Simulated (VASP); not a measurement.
# Ag (Pm-3m) in VASP: further runs

Ag is run at these levels: PBE; tasks: single point.

Everything below comes from runs of VASP 6.6.1. Logs are shortened: lines on timing, memory, paths and dates and some standing lists are left out, and cuts for length are marked.

### Step 1. The cell of the first run

The structure is cubic, space group Pm-3m (No. 221). Conventional cell: a = 2.144 Å, b = 2.144 Å, c = 2.144 Å, α = 90.00°, β = 90.00°, γ = 90.00°. Within 2.8 Å of Ag (site symmetry m-3m) lie 6 Ag at 2.14 Å.

### Step 2. Single point, PBE

Input file INCAR:

```
PREC = Accurate ; ENCUT = 520
EDIFF = 1E-7 ; ISMEAR = -1
SIGMA = 0.05 ; LREAL = F
LASPH = T ; NELM = 60
ALGO = Normal ; ISIF = 2
LWAVE = F ; LCHARG = F
GGA = PE ; NBANDS = 12
```

Input file KPOINTS:

```
regular mesh
0
Gamma
  18 18 18
```

Input file POSCAR:

```
Ag
1.0
    2.1441760104      0.0000000000      0.0000000000
    0.0000000000      2.1441760104      0.0000000000
    0.0000000000      0.0000000000      2.1441760104
Ag
1
Direct
    0.0000000000      0.0000000000      0.0000000000
```

Potentials or basis: VASP PAW PBE potentials, release 64 (Ag).

On the command line:

```
> cat potpaw_PBE.64/Ag/POTCAR > POTCAR
> mpirun -np 1 vasp_std > vasp.out
```

OUTCAR:

```text
PREC = Accurate
   ENCUT = 520
   EDIFF = 1E-7
   ISMEAR = -1
   LREAL = F
   LASPH = T
   NELM = 60
   ISIF = 2
   GGA = PE

 ion  position               nearest neighbor table
   1  0.000  0.000  0.000-

  LATTYP: Found a simple cubic cell.
 ALAT       =     2.1441760104

  Lattice vectors:

 A1 = (   2.1441760104,   0.0000000000,   0.0000000000)
 A2 = (   0.0000000000,   2.1441760104,   0.0000000000)
 A3 = (   0.0000000000,   0.0000000000,   2.1441760104)

Analysis of symmetry for initial positions (statically):
=====================================================================
 Subroutine PRICEL returns:
 Original cell was already a primitive cell.

 Routine SETGRP: Setting up the symmetry group for a
 simple cubic supercell.

 Subroutine GETGRP returns: Found 48 space group operations
 (whereof 48 operations were pure point group operations)
 out of a pool of 48 trial point group operations.

The static configuration has the point symmetry O_h .

Analysis of symmetry for dynamics (positions and initial velocities):
=====================================================================
 Subroutine PRICEL returns:
 Original cell was already a primitive cell.

 Routine SETGRP: Setting up the symmetry group for a
 simple cubic supercell.

 Subroutine GETGRP returns: Found 48 space group operations
 (whereof 48 operations were pure point group operations)
 out of a pool of 48 trial point group operations.

The dynamic configuration has the point symmetry O_h .

 Subroutine INISYM returns: Found 48 space group operations
 (whereof 48 operations are pure point group operations),
 and found     1 'primitive' translations

----------------------------------------------------------------------------------------

                                     Primitive cell

  volume of cell :       9.8578

  direct lattice vectors                    reciprocal lattice vectors
     2.144176010  0.000000000  0.000000000     0.466379623  0.000000000  0.000000000
     0.000000000  2.144176010  0.000000000     0.000000000  0.466379623  0.000000000
     0.000000000  0.000000000  2.144176010     0.000000000  0.000000000  0.466379623

  length of vectors
     2.144176010  2.144176010  2.144176010     0.466379623  0.466379623  0.466379623

  position of ions in fractional coordinates (direct lattice)
     0.000000000  0.000000000  0.000000000

  ion indices of the primitive-cell ions
   primitive index   ion index
                 1           1

----------------------------------------------------------------------------------------
[... 80 lines left out ...]
   PSTRESS=    0.0 pullay stress
   NELECT =      11.0000    total number of electrons
   NUPDOWN=      -1.0000    fix difference up-down
   EMIN   =  10.00;   EMAX   =-10.00  energy-range for DOS
   EFERMI =   0.00;   METHOD = LEGACY
   ISMEAR =    -1;   SIGMA  =   0.05  broadening in eV -4-tet -1-fermi 0-gaus
   EFERMI_NEDOS =   21; number of points for ismear=-14 and -15
   IALGO  =     38    algorithm
   IMIX   =      4    mixing-type and parameters
     AMIX     =   0.40;   BMIX     =  1.00
     AMIX_MAG =   1.60;   BMIX_MAG =  1.00
  volume/ion in A,a.u.               =       9.86        66.52
  Fermi-wavevector in a.u.,A,eV,Ry     =   1.698030  3.208811 39.229746  2.883305
  Thomas-Fermi vector in A             =   2.778603
   LORBIT       =      0    0 simple, 1 ext, 2 COOP (PROOUT), +10 PAW based schemes
   GGA     = PE    functional components
   LHFCALC =     F    Hartree Fock is set to
   AEXX    =    0.0000 exact exchange contribution
   IVDW    =     0    specifies the selected vdW correction
   LEPSILON=     F    determine dielectric tensor
   LRPA    =     F    only Hartree local field effects (RPA)
 non-spin polarized calculation
  energy-cutoff  :      520.00
  volume of cell :        9.86
 maximum number of plane-waves:       284
 NGX is ok and might be reduce to    16
   NGX =  7   NGY =  7   NGZ =  7

 number of electron      10.9999989 magnetization

 Free energy of the ion-electron system (eV)
  ---------------------------------------------------
  ext. energy  EPLUGINS =         0.00000000
  ---------------------------------------------------
  free energy    TOTEN  =         3.70808930 eV

  energy without entropy =        3.70907332  energy(sigma->0) =        3.70858131

 E-fermi :  19.2401     XC(G=0): -15.6693

 val. band max:       19.1970392857   @ k =   0.4444   0.1667   0.1111
 cond. band min:      19.3085491574   @ k =   0.2778   0.2778   0.2778
 fundamental gap:      0.1115098716
 Fermi energy:        19.2401077461

 k-point     1 :       0.0000    0.0000    0.0000
  band No.  band energies     occupation
      1       6.5200      2.00000
      2       6.7859      2.00000
      3       6.7859      2.00000
      4      16.3108      2.00000
      5      16.3108      2.00000
      6      16.3108      2.00000
      7      38.3582      0.00000
      8      38.3582      0.00000
      9      38.3582      0.00000
     10      48.4182      0.00000
     11      48.4182      0.00000
     12      49.0119      0.00000
[... 331 lines left out ...]
 k-point    24 :       0.3333    0.1111    0.0000
  band No.  band energies     occupation
      1       7.8535      2.00000
      2       8.9554      2.00000
      3      11.4580      2.00000
      4      13.5799      2.00000
      5      14.6598      2.00000
      6      16.1180      2.00000
      7      28.3554      0.00000
      8      38.4771      0.00000
      9      41.6535      0.00000
     10      45.4402      0.00000
     11      48.8498      0.00000
     12      53.3513      0.00000

 [... further k-points ...]

------------------------ aborting loop because EDIFF is reached ----------------------------------------

  FORCE on cell =-STRESS in cart. coord.  units (eV):
  Direction    XX          YY          ZZ          XY          YZ          ZX
  --------------------------------------------------------------------------------------
  -------------------------------------------------------------------------------------
  Total       23.6484049     23.6484049     23.6484049      0.0000000      0.0000000      0.0000000
  in kB     3843.5376244   3843.5376244   3843.5376244      0.0000000      0.0000000      0.0000000
  external PRESSURE =    3843.5376244 kB  Pullay stress =       0.0000000 kB

 VOLUME and BASIS-vectors are now :
 -----------------------------------------------------------------------------
  energy-cutoff  :      520.00
  volume of cell :        9.86
      direct lattice vectors                 reciprocal lattice vectors
     2.144176010  0.000000000  0.000000000     0.466379623  0.000000000  0.000000000
     0.000000000  2.144176010  0.000000000     0.000000000  0.466379623  0.000000000
     0.000000000  0.000000000  2.144176010     0.000000000  0.000000000  0.466379623

 POSITION                                       TOTAL-FORCE (eV/Angst)
 -----------------------------------------------------------------------------------
      0.00000      0.00000      0.00000         0.000000      0.000000      0.000000
 -----------------------------------------------------------------------------------
    total drift:                                0.000000      0.000000      0.000000

  FREE ENERGIE OF THE ION-ELECTRON SYSTEM (eV)
  ---------------------------------------------------
  free  energy   TOTEN  =         3.7080893047 eV

  energy  without entropy=        3.7090733169  energy(sigma->0) =        3.70858131
```

OSZICAR:

```text
N       E                     dE             d eps       ncg     rms          rms(c)
DAV:   1     0.595800400560E+02    0.59580E+02   -0.57582E+03  5324   0.907E+02
DAV:   2     0.418429814334E+01   -0.55396E+02   -0.52973E+02  6256   0.223E+02
DAV:   3     0.337882169795E+01   -0.80548E+00   -0.80518E+00  6144   0.263E+01
DAV:   4     0.337710794636E+01   -0.17138E-02   -0.17137E-02  6152   0.129E+00
DAV:   5     0.337710153246E+01   -0.64139E-05   -0.64123E-05  6188   0.685E-02    0.332E+01
DAV:   6     0.359658028507E+01    0.21948E+00   -0.93676E-02  6596   0.298E+00    0.200E+01
DAV:   7     0.370711816431E+01    0.11054E+00   -0.51238E-02  6664   0.201E+00    0.836E-01
DAV:   8     0.370813161546E+01    0.10135E-02   -0.44589E-03  5752   0.723E-01    0.855E-02
DAV:   9     0.370809912307E+01   -0.32492E-04   -0.67452E-05  6504   0.836E-02    0.148E-02
DAV:  10     0.370808900148E+01   -0.10122E-04   -0.38954E-06  6496   0.160E-02    0.357E-03
DAV:  11     0.370808915346E+01    0.15198E-06   -0.70861E-08  6020   0.225E-03    0.226E-03
DAV:  12     0.370808932094E+01    0.16748E-06   -0.35789E-09  3888   0.563E-04    0.661E-04
DAV:  13     0.370808930465E+01   -0.16285E-07   -0.18995E-09  3488   0.463E-04
   1 F= 0.37080893E+01 E0= 0.37085813E+01  d E =-.984012E-03
```

stdout:

```text
POSCAR found type information on POSCAR Ag
 POSCAR found :  1 types and       1 ions
 scaLAPACK will be used
 LDA part: xc-table for (Slater+PW92), standard interpolation
 POSCAR, INCAR and KPOINTS ok, starting setup
 FFT: planning ... GRIDC
 FFT: planning ... GRID_SOFT
 FFT: planning ... GRID
 WAVECAR not read
 entering main loop
```

Wall time 7.4 s (1 thread of Intel Xeon Platinum 8488C (Sapphire Rapids), shared host); peak memory 0.13 GiB.

Results:

```
Free energy : 3.7081 eV
Pressure    : 384.4 GPa
```

Levels at points of the mesh, in eV from the Fermi level:
```
           k point  band 2  band 3  band 4  band 5  band 6  band 7  band 8  band 9
(0.00, 0.00, 0.00)  -12.45  -12.45   -2.93   -2.93   -2.93   19.12   19.12   19.12
(0.50, 0.00, 0.00)  -10.11   -6.49   -6.49   -3.69   -2.58    6.33   17.66   24.39
(0.50, 0.50, 0.00)   -9.72   -5.80   -5.80   -0.36    4.71    4.71   14.22   18.51
(0.50, 0.50, 0.50)  -11.52  -11.52   -0.12   -0.12    7.72   14.91   14.91   14.91
```

### Step 3. Single point, PBE

Input file INCAR:

```
  PREC = Accurate
  ENCUT = 520
  EDIFF = 1E-6
  ISMEAR = -1
  SIGMA = 0.05
  LREAL = F
  LASPH = T
  NELM = 60
  ALGO = Normal
  ISIF = 2
  LWAVE = F
  LCHARG = F
  GGA = PE
  NBANDS = 12
```

KPOINTS is that of step 2.

Input file POSCAR:

```
Ag
1.0
    2.1442796367      0.0000000000      0.0000000000
    0.0000000000      2.1442796367      0.0000000000
    0.0000000000      0.0000000000      2.1442796367
Ag
1
Direct
    0.0000000000      0.0000000000      0.0000000000
```

Potentials or basis: VASP PAW PBE potentials, release 64 (Ag).

On the command line:

```
> cat potpaw_PBE.64/Ag/POTCAR > POTCAR
> mpirun -np 1 vasp_std > vasp.out
```

Wall time 6.9 s (1 thread of Intel Xeon Platinum 8488C (Sapphire Rapids), shared host); peak memory 0.13 GiB.

It converged, with:

```
Free energy : 3.7047 eV
Pressure    : 384.1 GPa
```

Levels at points of the mesh, in eV from the Fermi level:
| k point | band 2 | band 3 | band 4 | band 5 | band 6 | band 7 | band 8 | band 9 |
| --- | --- | --- | --- | --- | --- | --- | --- | --- |
| (0.00, 0.00, 0.00) | -12.45 | -12.45 | -2.93 | -2.93 | -2.93 | 19.12 | 19.12 | 19.12 |
| (0.50, 0.00, 0.00) | -10.11 | -6.49 | -6.49 | -3.69 | -2.58 | 6.33 | 17.66 | 24.39 |
| (0.50, 0.50, 0.00) | -9.72 | -5.80 | -5.80 | -0.36 | 4.71 | 4.71 | 14.22 | 18.50 |
| (0.50, 0.50, 0.50) | -11.52 | -11.52 | -0.12 | -0.12 | 7.72 | 14.91 | 14.91 | 14.91 |
